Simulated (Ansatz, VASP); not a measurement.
## HfO2: VASP beside Ansatz

The input INCAR:

```
SYSTEM = HfO2
PREC = Accurate ; ENCUT = 520
EDIFF = 1E-6 ; ISMEAR = 0
SIGMA = 0.05 ; LREAL = .FALSE.
LASPH = .TRUE. ; NELM = 100
ALGO = Normal ; ISIF = 2
LWAVE = .FALSE. ; LCHARG = .FALSE.
GGA = PE ; NBANDS = 56
```

Contents of KPOINTS:

```
regular mesh
0
G
  4 4 4
  0 0 0
```

The input POSCAR:

```
HfO2
1.0
    5.1608408692      0.0000000000     -0.0153405738
    0.0000000000      5.2121898545      0.0000000000
   -0.8814754550      0.0000000000      5.2787239846
Hf O
4 8
Direct
    0.2757243878      0.0428613230      0.2084023843
    0.7242756122      0.5428613230      0.2915976157
    0.7242756122      0.9571386770      0.7915976157
    0.2757243878      0.4571386770      0.7084023843
    0.4491331823      0.7572235628      0.4767005066
    0.5508668177      0.2572235628      0.0232994934
    0.5508668177      0.2427764372      0.5232994934
    0.4491331823      0.7427764372      0.9767005066
    0.0672019249      0.3287421681      0.3483696701
    0.9327980751      0.8287421681      0.1516303299
    0.9327980751      0.6712578319      0.6516303299
    0.0672019249      0.1712578319      0.8483696701
```

Input for Ansatz:

```yaml
crystal:
  lattice:
    - [5.1608408692, 0.0, -0.0153405738]
    - [0.0, 5.2121898545, 0.0]
    - [-0.881475455, 0.0, 5.2787239846]
  atoms:
    - { symbol: Hf, position: [0.2757243878, 0.042861323, 0.2084023843] }
    - { symbol: Hf, position: [0.7242756122, 0.542861323, 0.2915976157] }
    - { symbol: Hf, position: [0.7242756122, 0.957138677, 0.7915976157] }
    - { symbol: Hf, position: [0.2757243878, 0.457138677, 0.7084023843] }
    - { symbol: O, position: [0.4491331823, 0.7572235628, 0.4767005066] }
    - { symbol: O, position: [0.5508668177, 0.2572235628, 0.0232994934] }
    - { symbol: O, position: [0.5508668177, 0.2427764372, 0.5232994934] }
    - { symbol: O, position: [0.4491331823, 0.7427764372, 0.9767005066] }
    - { symbol: O, position: [0.0672019249, 0.3287421681, 0.3483696701] }
    - { symbol: O, position: [0.9327980751, 0.8287421681, 0.1516303299] }
    - { symbol: O, position: [0.9327980751, 0.6712578319, 0.6516303299] }
    - { symbol: O, position: [0.0672019249, 0.1712578319, 0.8483696701] }
basis:
  ecutwfc: 420
kpoints:
  mp_grid: { grid: [4, 4, 4] }
hamiltonian:
  xc: pbe
scf:
  occupations: { method: gaussian, width: 0.05 }
output:
  forces: true
  stress: true
  eigenvalues: true
```

Alike in both runs: task single point; functional PBE; k mesh 4 × 4 × 4; occupations gaussian, width 0.05 eV; no spin polarisation.

|  | VASP | Ansatz |
| --- | --- | --- |
| version | VASP 6.6.1 | Ansatz 0.2.0 |
| potentials or method | VASP PAW PBE potentials, release 64 (Hf_pv, O), cutoff 520 eV | scalar-relativistic, plane waves, PAW |
| valence electrons in the cell | 88 | 152 |

Ansatz gave:

- gap on the k mesh at the Fermi level (eV): 4.04
- least direct gap on the mesh (eV): 4.13
- pressure (GPa): 0.0
- traceless stress, the component that is largest in VASP (GPa): -0.01
- rms of the force components (eV/Å): 0.002

Problem. What did VASP give for the same quantities?

Solution. gap on the k mesh at the Fermi level (eV): 4.00; least direct gap on the mesh (eV): 4.08; pressure (GPa): -3.0; traceless stress, the component that is largest in VASP (GPa): -0.20; rms of the force components (eV/Å): 0.034.

Atom by atom the forces differ by 0.034 eV/Å (rms over components). VASP's potentials hold 88 valence electrons a cell and Ansatz's 152, so a difference there can come from the potentials and not from the codes.

Spin-orbit coupling is off throughout.
